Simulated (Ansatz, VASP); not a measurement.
TeW in VASP and in Ansatz

INCAR

```
PREC     = Accurate       # precision mode
ENCUT    = 520            # plane-wave cutoff, eV
EDIFF    = 1E-6           # SCF threshold, eV
ISMEAR   = 0              # smearing method
SIGMA    = 0.1            # smearing width, eV
LREAL    = False          # projectors in reciprocal space
LASPH    = True           # aspherical terms in the spheres
NELM     = 150            # most SCF steps
ALGO     = Normal         # electronic algorithm
ISIF     = 2              # what is computed and relaxed
LWAVE    = False          # write WAVECAR
LCHARG   = True           # write CHGCAR
ISPIN    = 2              # spin polarisation
MAGMOM   = 1 0            # initial moments
LORBIT   = 11             # projections on sites
LMAXMIX  = 4              # l up to which the mixer works
GGA      = PE             # functional
LELF     = True           # ELF
LVHAR    = True         
NBANDS   = 21             # bands
```

The input KPOINTS:

```
regular mesh
0
Gamma
  12 12 12
```

File POSCAR:

```
TeW
1.0
    0.0000000000      3.2355022022      3.2355022022
    3.2355022022      0.0000000000      3.2355022022
    3.2355022022      3.2355022022      0.0000000000
W Te
1 1
Direct
    0.0000000000      0.0000000000      0.0000000000
    0.2500000000      0.2500000000      0.2500000000
```

Input for Ansatz:

```yaml
crystal:
  lattice:
    - [0.0, 3.2355022022, 3.2355022022]
    - [3.2355022022, 0.0, 3.2355022022]
    - [3.2355022022, 3.2355022022, 0.0]
  atoms:
    - { symbol: W, position: [0.0, 0.0, 0.0], spin: 1.0 }
    - { symbol: Te, position: [0.25, 0.25, 0.25] }
basis:
  ecutwfc: 420
kpoints:
  mp_grid: { grid: [12, 12, 12] }
hamiltonian:
  xc: pbe
scf:
  occupations: { method: gaussian, width: 0.1 }
  lower_state_search: "off"
output:
  forces: true
  stress: true
  eigenvalues: true
  populations: true
magnetization:
  spin_polarized: true
```

Alike in both runs: task single point; functional PBE; k mesh 12 × 12 × 12; occupations gaussian, width 0.1 eV; collinear spin.

|  | VASP | Ansatz |
| --- | --- | --- |
| version | VASP 6.6.1 | Ansatz 0.2.0 |
| potentials or method | VASP PAW PBE potentials, release 64 (W_sv, Te), cutoff 520 eV | scalar-relativistic, plane waves, PAW |
| valence electrons in the cell | 20 | 30 |

```csv
,VASP,Ansatz,Ansatz less VASP
gap on the k mesh at the Fermi level (eV),none,none,-
pressure (GPa),-10.0,-10.0,+0.02
net moment per atom (μB),0.78,0.78,0.000
size of the moment on the site where the two differ most (μB),1.24,1.16,-0.088
```

Site moments also hang on the region over which each program counts them. A gap of «none» marks a metal or a gap that the smearing closes. The functional is the same, so the differences come from potentials, cutoffs and numerics. VASP's potentials hold 20 valence electrons a cell and Ansatz's 30, so a difference there can come from the potentials and not from the codes.

Spin-orbit coupling is off throughout.
